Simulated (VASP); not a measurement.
# YZn: single point with LDA

YZn:

```
CELL_PARAMETERS angstrom
0.00000 2.80674 2.80674
2.80674 0.00000 2.80674
2.80674 2.80674 0.00000
ATOMIC_POSITIONS crystal
Y 0.00000 0.00000 0.00000
Zn 0.50000 0.50000 0.50000
```

```yaml
Program: VASP 6.6.1
Task: single point
Functional: LDA
Potentials_or_basis: VASP PAW LDA potentials, release 64 (Y_sv, Zn)
Cutoff: 520 eV
k_mesh: 11 × 11 × 11
Occupations: fermi-dirac, width 0.05 eV
Spin: collinear spin
Starting_moments: "[0.2, 0.2] μB"
```

- Pressure: 5.8 GPa
- Net moment: 0.00 μB per cell
- Valence electrons inside the program's atomic spheres: Y 9.68; Zn 10.93

Levels at points of the mesh, in eV from the Fermi level:
Spin up:
| k point | band 8 | band 9 | band 10 | band 11 | band 12 | band 13 | band 14 | band 15 |
| --- | --- | --- | --- | --- | --- | --- | --- | --- |
| (0.00, 0.00, 0.00) | -7.48 | -7.48 | -6.93 | 1.86 | 1.86 | 1.86 | 3.15 | 3.15 |
Spin down:
| k point | band 7 | band 8 | band 9 | band 10 | band 11 | band 12 | band 13 | band 14 | band 15 | band 16 |
| --- | --- | --- | --- | --- | --- | --- | --- | --- | --- | --- |
| (0.00, 0.00, 0.00) | -7.48 | -7.48 | -7.48 | -6.93 | 1.86 | 1.86 | 1.86 | 3.15 | 3.15 | 5.58 |

It took 3.8 min on 1 thread of Intel Xeon 8259CL, on a shared host, peak memory 0.24 GiB.

Caveat: the cell stands under pressure.
